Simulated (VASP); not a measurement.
# Si: single point with LDA

The system is Si.

```
Si
1.0
     0.00000    1.69757    1.69757
     1.69757    0.00000    1.69757
     1.69757    1.69757    0.00000
Si
1
Cartesian
  0.0000 0.0000 0.0000
```

This cell differs from its parent crystal: volume scaled by 0.7.

| Item | Value |
| --- | --- |
| Program | VASP 6.6.1 |
| Task | single point |
| Functional | LDA |
| Potentials or basis | VASP PAW LDA potentials, release 64 (Si) |
| Cutoff | 500 eV |
| k mesh | 18 × 18 × 18 |
| Occupations | fermi-dirac, width 0.08 eV |
| Spin | no spin polarisation |

```yaml
Pressure: 67.3 GPa
Band_gap_on_the_k_mesh: zero (band 2 reaches 29.73 eV, above the bottom of band 3 at 12.93 eV)
```

Levels at points of the mesh, in eV from the Fermi level:
```
           k point  band 1  band 2  band 3  band 4  band 5  band 6  band 7
(0.00, 0.00, 0.00)  -18.61   13.40   13.40   13.40   16.41   16.41   16.41
(0.50, 0.00, 0.00)   -9.82   -9.07   11.94   11.94   12.58   12.58   18.14
(0.50, 0.50, 0.00)   -7.51   -5.26    3.45    4.45    4.45   10.12   30.44
```

It took 21 s on 1 thread of Intel Xeon 8259CL, on a shared host, peak memory 0.12 GiB.
